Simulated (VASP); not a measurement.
Wanted: the native input for a VASP 6.6.1 run.

* Task: single point
* Functional: PBE
* Potentials or basis: VASP PAW PBE potentials, release 64 (K_sv, Br)
* Cutoff: 520 eV
* k mesh: 1 × 1 × 1
* Occupations: fermi-dirac, width 0.02 eV
* Spin: no spin polarisation
* Dipole correction: no
* Further INCAR settings: LREAL = Auto; ALGO = Normal; EDIFF = 1e-07; NBANDS = 78

The structure of KBr lies in POSCAR:

```
KBr
1.0
    8.0869980000      0.0000000000      0.0000000000
    0.0000000000     -8.0869980000      0.0000000000
    0.0000000000      0.0000000000     -8.0869980000
K Br
8 8
Direct
    0.0127457680      0.4855387623      0.4963457392
    0.0250994250      0.4748198281     -0.0215074865
   -0.0238882216     -0.0064802786      0.4992989982
   -0.0013475952     -0.0085219509     -0.0085780904
    0.5252118277      0.4952381588      0.4912842813
    0.4982914550      0.5326351014     -0.0119347130
    0.4769075002      0.0067303096      0.4975600340
    0.5090964533      0.0188056186     -0.0082224578
    0.1992012364      0.2550860035      0.2453806715
    0.3012391001      0.2636325618      0.7323659533
    0.3119848676      0.7777795914      0.2541490674
    0.1845538975      0.7579666769      0.7750845246
    0.7085430218      0.2152702400      0.2883228115
    0.8039388658      0.2507265366      0.7613199608
    0.8114500585      0.6994196116      0.2392482353
    0.6682668896      0.7807227107      0.7363031375
```

This cell differs from its parent crystal: dynamics (nve) at 200 K, volume x 1.0, from the last frame before.

One way to write it, as run:

INCAR

```
SYSTEM = KBr
PREC     = Accurate       ! precision mode
ENCUT    = 520            ! plane-wave cutoff, eV
EDIFF    = 1E-7           ! SCF threshold, eV
ISMEAR   = -1             ! smearing method
SIGMA    = 0.02           ! smearing width, eV
LREAL    = Auto         
LASPH    = .True.         ! aspherical terms in the spheres
NELM     = 100            ! most SCF steps
ALGO     = Normal         ! electronic algorithm
ISIF     = 2              ! what is computed and relaxed
LWAVE    = .False.        ! write WAVECAR
LCHARG   = .True.         ! write CHGCAR
GGA      = PE             ! functional
LELF     = .True.         ! ELF
LVHAR    = .True.       
NBANDS   = 78             ! bands
```

KPOINTS

```
Automatic mesh
0
Gamma
  1 1 1
  0 0 0
```

Potentials or basis: VASP PAW PBE potentials, release 64 (K_sv, Br).

Launch:

```bash
$ cat potpaw_PBE.64/K_sv/POTCAR potpaw_PBE.64/Br/POTCAR > POTCAR
$ mpirun -np 1 vasp_gam > vasp.out
```

It gave:

```
Pressure               : 2.3 GPa
Largest force          : 0.453 eV/Å
Band gap on the k mesh : 3.99 eV
```

Caveat: the k points lie up to 0.78 Å⁻¹ apart.

Wall time 46 s on 1 thread of AMD EPYC 9R45 (Zen 5) (shared host), peak memory 0.4 GiB.
